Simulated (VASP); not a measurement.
**Ta9Al: single point with PBE**

The system is Ta9Al.

```
CELL_PARAMETERS angstrom
-4.95805 4.95809 -1.66483
-4.95323 -1.65964 4.95888
1.65966 4.95332 4.95893
ATOMIC_POSITIONS crystal
Al 0.00645 0.99865 0.99748
Al 0.59395 0.10153 0.10036
Ta 0.50174 0.50100 0.99689
Ta 0.09866 0.59917 0.10096
Ta 0.19505 0.20304 0.20187
Ta 0.69966 0.69838 0.19673
Ta 0.80086 0.30084 0.29967
Ta 0.30020 0.80345 0.29556
Ta 0.40019 0.40016 0.39900
Ta 0.50174 0.99805 0.49983
Ta 0.99867 0.49930 0.49813
Ta 0.09866 0.10214 0.59800
Ta 0.90075 0.90228 0.40063
Ta 0.60172 0.60088 0.59971
Ta 0.69965 0.19790 0.69721
Ta 0.20020 0.70002 0.69885
Ta 0.30019 0.29673 0.80228
Ta 0.79953 0.79933 0.79817
Ta 0.90074 0.40180 0.90111
Ta 0.40535 0.89714 0.89597
```

| Quantity | Value |
| --- | --- |
| Program | VASP 6.6.1 |
| Task | single point |
| Functional | PBE |
| Potentials or basis | VASP PAW PBE potentials, release 64 (Al, Ta_pv) |
| Cutoff | 520 eV |
| k mesh | 3 × 3 × 3 |
| Occupations | gaussian, width 0.1 eV |
| Spin | no spin polarisation |
| Dipole correction | no |
| Further INCAR settings | LREAL = Auto; ALGO = Fast; EDIFF = 1e-06; NBANDS = 118; ISYM = 0 |

```yaml
Pressure: 0.1 GPa
Largest_force: 0.015 eV/Å
Band_gap_on_the_k_mesh: zero (band 102 reaches 5.65 eV, above the bottom of band 103 at 5.56 eV)
```

Forces on the atoms (eV/Å):
```
Al   0.001  0.000  0.002
Al   0.001 -0.001  0.004
Ta   0.002  0.000  0.003
Ta  -0.003  0.000 -0.003
Ta  -0.009  0.010  0.006
Ta   0.000 -0.002  0.002
Ta   0.003 -0.002 -0.005
Ta  -0.008 -0.007 -0.001
Ta   0.003 -0.003 -0.007
Ta   0.000 -0.002  0.002
Ta   0.000 -0.001 -0.002
Ta   0.000  0.002 -0.004
Ta  -0.002  0.000 -0.003
Ta  -0.001  0.001  0.003
Ta   0.002 -0.001  0.002
Ta  -0.004  0.004  0.006
Ta   0.009  0.009 -0.002
Ta  -0.001  0.001  0.003
Ta  -0.001  0.002 -0.003
Ta   0.009 -0.010 -0.006
```

Levels at points of the mesh, in eV from the Fermi level:
```tsv
k point	band 98	band 99	band 100	band 101	band 102	band 103	band 104	band 105	band 106	band 107
(0.00, 0.00, 0.00)	-0.48	-0.42	-0.40	-0.38	0.00	0.33	0.40	0.55	0.69	0.72
```

Wall time 42 min on 1 thread of Intel(R) Xeon(R) Platinum 8488C (Sapphire Rapids), on a shared host, peak memory 0.61 GiB.

Caveat: spin-orbit coupling is left out, which moves the levels of the heavy elements.
